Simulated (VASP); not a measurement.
# CaB2H2 in VASP: further runs, part 2 of 2

VASP 6.6.1. Earlier steps stand in the parts before.

### Step 5. Single point, PBEsol

Input file INCAR:

```
SYSTEM = CaB2H2
PREC     = Accurate       ! precision mode
ENCUT    = 520            ! plane-wave cutoff, eV
EDIFF    = 1E-7           ! SCF threshold, eV
ISMEAR   = -1             ! smearing method
SIGMA    = 0.05           ! smearing width, eV
LREAL    = .False.        ! projectors in reciprocal space
LASPH    = .True.         ! aspherical terms in the spheres
NELM     = 80             ! most SCF steps
ALGO     = Normal         ! electronic algorithm
ISIF     = 2              ! what is computed and relaxed
LWAVE    = .False.        ! write WAVECAR
LCHARG   = .True.         ! write CHGCAR
GGA      = PS             ! functional
LELF     = .True.         ! ELF
LVHAR    = .True.       
NBANDS   = 17             ! bands
```

Input file KPOINTS:

```
Automatic mesh
0
Gamma
  14 14 11
  0 0 0
```

Input file POSCAR:

```
CaB2H2
1.0
    3.4767192709      0.0000000000      0.0000000000
   -1.7383596355      3.0109272105      0.0000000000
    0.0000000000      0.0000000000      3.9792940000
Ca B H
1 2 2
Direct
    0.0000000000      0.0000000000      0.0000000000
    0.3333333333      0.6666666667      0.4628360000
    0.6666666667      0.3333333333      0.5371640000
    0.3333333333      0.6666666667      0.1511690000
    0.6666666667      0.3333333333      0.8488310000
```

Potentials or basis: VASP PAW PBE potentials, release 64 (Ca_sv, B, H).

Launch:

```
$ cat potpaw_PBE.64/Ca_sv/POTCAR potpaw_PBE.64/B/POTCAR potpaw_PBE.64/H/POTCAR > POTCAR
$ mpirun -np 1 vasp_std > vasp.out
```

OUTCAR:

```text
SYSTEM = CaB2H2
   PREC = Accurate
   ENCUT = 520
   EDIFF = 1E-7
   ISMEAR = -1
   LREAL = .False.
   LASPH = .True.
   NELM = 80
   ISIF = 2
   GGA = PS

 ion  position               nearest neighbor table
   1  0.000  0.000  0.000-
   2  0.333  0.667  0.463-   4 1.24   3 2.03   3 2.03   3 2.03
   3  0.667  0.333  0.537-   5 1.24   2 2.03   2 2.03   2 2.03
   4  0.333  0.667  0.151-   2 1.24
   5  0.667  0.333  0.849-   3 1.24

  LATTYP: Found a hexagonal cell.
 ALAT       =     3.4767192709
 C/A-ratio  =     1.1445543025

  Lattice vectors:

 A1 = (   3.4767192709,   0.0000000000,   0.0000000000)
 A2 = (  -1.7383596355,   3.0109272105,   0.0000000000)
 A3 = (   0.0000000000,   0.0000000000,   3.9792940000)

Analysis of symmetry for initial positions (statically):
=====================================================================
 Subroutine PRICEL returns:
 Original cell was already a primitive cell.

[... 174 lines left out ...]

 E-fermi :   4.7926     XC(G=0): -10.9965

 val. band max:        4.7525203639   @ k =   0.5000   0.0000   0.0000
 cond. band min:       4.8113454513   @ k =   0.0000   0.0000   0.4545
 fundamental gap:      0.0588250874
 Fermi energy:         4.7925697187

 k-point     1 :       0.0000    0.0000    0.0000
  band No.  band energies     occupation
      1     -35.2019      2.00000
      2     -16.3414      2.00000
      3     -16.2458      2.00000
      4     -16.2458      2.00000
      5      -7.0718      2.00000
      6      -1.4187      2.00000
[... 457 lines left out ...]
      4     -16.2165      2.00000
      5      -3.8311      2.00000
      6      -3.6175      2.00000
[... 9 lines left out ...]
     16      13.0547      0.00000
     17      13.9230      0.00000

 [... further k-points ...]

------------------------ aborting loop because EDIFF is reached ----------------------------------------

  FORCE on cell =-STRESS in cart. coord.  units (eV):
  Direction    XX          YY          ZZ          XY          YZ          ZX
  --------------------------------------------------------------------------------------
  -------------------------------------------------------------------------------------
  Total       -0.9307084     -0.9307084     -0.6772847      0.0000000      0.0000000     -0.0000000
  in kB      -35.7971386    -35.7971386    -26.0498912      0.0000000      0.0000000     -0.0000000
  external PRESSURE =     -32.5480562 kB  Pullay stress =       0.0000000 kB

 VOLUME and BASIS-vectors are now :
 -----------------------------------------------------------------------------
  energy-cutoff  :      520.00
  volume of cell :       41.66
      direct lattice vectors                 reciprocal lattice vectors
     3.476719271  0.000000000  0.000000000     0.287627479  0.166061803  0.000000000
    -1.738359635  3.010927210  0.000000000     0.000000000  0.332123605  0.000000000
     0.000000000  0.000000000  3.979294000     0.000000000  0.000000000  0.251300859

 POSITION                                       TOTAL-FORCE (eV/Angst)
 -----------------------------------------------------------------------------------
      0.00000      0.00000      0.00000        -0.000000      0.000000      0.000000
     -0.00000      2.00728      1.84176        -0.000000      0.000000      0.142175
      1.73836      1.00364      2.13753         0.000000      0.000000     -0.142175
     -0.00000      2.00728      0.60155        -0.000000      0.000000     -0.140639
      1.73836      1.00364      3.37775         0.000000     -0.000000      0.140639
 -----------------------------------------------------------------------------------
    total drift:                               -0.000000     -0.000000     -0.000000

  FREE ENERGIE OF THE ION-ELECTRON SYSTEM (eV)
  ---------------------------------------------------
  free  energy   TOTEN  =       -23.9921690513 eV

  energy  without entropy=      -23.9917683748  energy(sigma->0) =      -23.99196871
```

OSZICAR:

```text
N       E                     dE             d eps       ncg     rms          rms(c)
DAV:   1     0.981281824623E+02    0.98128E+02   -0.87241E+03  7616   0.102E+03
DAV:   2    -0.211906354170E+02   -0.11932E+03   -0.11514E+03  9048   0.259E+02
DAV:   3    -0.249026061180E+02   -0.37120E+01   -0.36856E+01 10702   0.437E+01
DAV:   4    -0.250352254799E+02   -0.13262E+00   -0.13252E+00 10592   0.672E+00
DAV:   5    -0.250364256470E+02   -0.12002E-02   -0.11999E-02 10802   0.682E-01    0.678E+00
DAV:   6    -0.242106741856E+02    0.82575E+00   -0.63338E-01  9635   0.558E+00    0.355E+00
DAV:   7    -0.239936826068E+02    0.21699E+00   -0.45816E-01 10024   0.426E+00    0.697E-01
DAV:   8    -0.239921156154E+02    0.15670E-02   -0.85054E-02  9976   0.213E+00    0.197E-01
DAV:   9    -0.239921168405E+02   -0.12251E-05   -0.33453E-03  9918   0.418E-01    0.105E-01
DAV:  10    -0.239921749213E+02   -0.58081E-04   -0.65009E-04  9997   0.203E-01    0.189E-02
DAV:  11    -0.239921704804E+02    0.44409E-05   -0.29702E-05  8991   0.410E-02    0.832E-03
DAV:  12    -0.239921689281E+02    0.15523E-05   -0.87364E-06 10502   0.222E-02    0.317E-03
DAV:  13    -0.239921691357E+02   -0.20765E-06   -0.12990E-06  9300   0.105E-02    0.150E-03
DAV:  14    -0.239921690513E+02    0.84437E-07   -0.11244E-07  6531   0.257E-03
   1 F= -.23992169E+02 E0= -.23991969E+02  d E =-.400676E-03
```

stdout:

```text
POSCAR found type information on POSCAR CaB H
 POSCAR found :  3 types and       5 ions
 scaLAPACK will be used
 -----------------------------------------------------------------------------
|                                                                             |
|                                                                             |
|     You enforced a specific xc type in the INCAR file but a different       |
|     I HOPE YOU KNOW WHAT YOU ARE DOING!                                     |
|                                                                             |
 -----------------------------------------------------------------------------

 LDA part: xc-table for (Slater+PW92), standard interpolation
 POSCAR, INCAR and KPOINTS ok, starting setup
 FFT: planning ... GRIDC
 FFT: planning ... GRID_SOFT
 FFT: planning ... GRID
 WAVECAR not read
 entering main loop
```

Run time: 1.7 min. Hardware: 1 thread of Intel Xeon Platinum 8488C (Sapphire Rapids), shared host; peak memory 0.29 GiB.

What came out:

```
Free energy            : -23.9922 eV
Pressure               : -3.3 GPa
Largest force          : 0.142 eV/Å
Band gap on the k mesh : zero (band 9 reaches 4.81 eV, above the bottom of band 10 at 4.75 eV)
```

Forces on the atoms (eV/Å):
```
Ca   0.000  0.000  0.000
B    0.000  0.000  0.142
B    0.000  0.000 -0.142
H    0.000  0.000 -0.141
H    0.000  0.000  0.141
```

Levels at points of the mesh, in eV from the Fermi level:
```csv
k point,band 7,band 8,band 9,band 10,band 11,band 12
"(0.00, 0.00, 0.00)",-3.71,-0.87,-0.87,2.07,4.29,4.74
"(0.50, 0.00, 0.00)",-4.42,-2.15,-1.76,-0.04,4.04,4.07
```

Caveat: the PAW data sets were made with another functional, which shifts forces and pressure a little.

### Step 6. Summary

```tsv
level	k mesh	smearing	gap on the mesh (eV)	pressure (GPa)	largest force (eV/Å)
PBE	6 × 6 × 5	methfessel-paxton 0.05 eV	none	-1.2	1.18
PBEsol	10 × 10 × 8	fermi-dirac 0.05 eV	none	-3.3	0.14
PBEsol	12 × 12 × 9	fermi-dirac 0.05 eV	none	-3.3	0.14
PBEsol	14 × 14 × 11	fermi-dirac 0.05 eV	none	-3.3	0.14
```

Some of these runs hold the atoms at other places in the same cell, which the table doesn't show; runs alike in all that it shows share one row.

Alike in all rows: task single point; potentials or basis VASP PAW PBE potentials, release 64 (Ca_sv, B, H); no spin polarisation; cell as given; cutoff (eV) 520.

Every run on the cell as given and a fine mesh finds a metal. The pressure there spans -3.3 GPa (PBEsol) to -1.2 GPa (PBE); a positive pressure means that this level wants a larger cell, a negative one a smaller.

Caveats: the PAW data sets were made with another functional, which shifts forces and pressure a little (some runs); forces of over 1 eV/Å act on the atoms, so gaps and moduli don't describe the material at rest (some runs).

Absolute energies hang on the potentials; compare differences alone.
